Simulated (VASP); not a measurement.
Set up this calculation in VASP 6.6.1, as the native input.

* Task: single point
* Functional: PBE
* Potentials or basis: VASP PAW PBE potentials, release 64 (Li_sv, Cl)
* Cutoff: 520 eV
* k mesh: 8 × 8 × 8
* Occupations: fermi-dirac, width 0.02 eV
* Spin: no spin polarisation
* Dipole correction: no
* Further INCAR settings: ALGO = Normal; EDIFF = 1e-06; NBANDS = 12

The structure of LiCl lies in POSCAR:

```
LiCl
1.0
    0.0000000000      2.8915590114      2.4768618153
    2.8915590114      0.0000000000      2.4768618153
    2.8915590114      2.8915590114      0.0000000000
Li Cl
1 1
Direct
    0.0000000000      0.0000000000      0.0000000000
    0.2500000000      0.2500000000      0.2500000000
```

This cell differs from its parent crystal: epitaxial xy strain +5.8%.

These files were run (other wordings do the same):

INCAR

```
  PREC = Accurate
  ENCUT = 520
  EDIFF = 1E-6
  ISMEAR = -1
  SIGMA = 0.02
  LREAL = False
  LASPH = True
  NELM = 100
  ALGO = Normal
  ISIF = 2
  LWAVE = False
  LCHARG = False
  GGA = PE
  NBANDS = 12
```

KPOINTS

```
regular mesh
0
Gamma
  8 8 8
```

Potentials or basis: VASP PAW PBE potentials, release 64 (Li_sv, Cl).

Launch:

```console
$ cat potpaw_PBE.64/Li_sv/POTCAR potpaw_PBE.64/Cl/POTCAR > POTCAR
$ mpirun -np 1 vasp_std > vasp.out
```

Results of the run:

```json
{
 "Band gap on the k mesh": "5.83 eV"
}
```

Caveat: the cell differs from its parent crystal (epitaxial xy strain +5.8%).

Run time: 20 s on 1 thread of Intel(R) Xeon(R) 6975P-C (Granite Rapids) (shared host), peak memory 0.17 GiB.
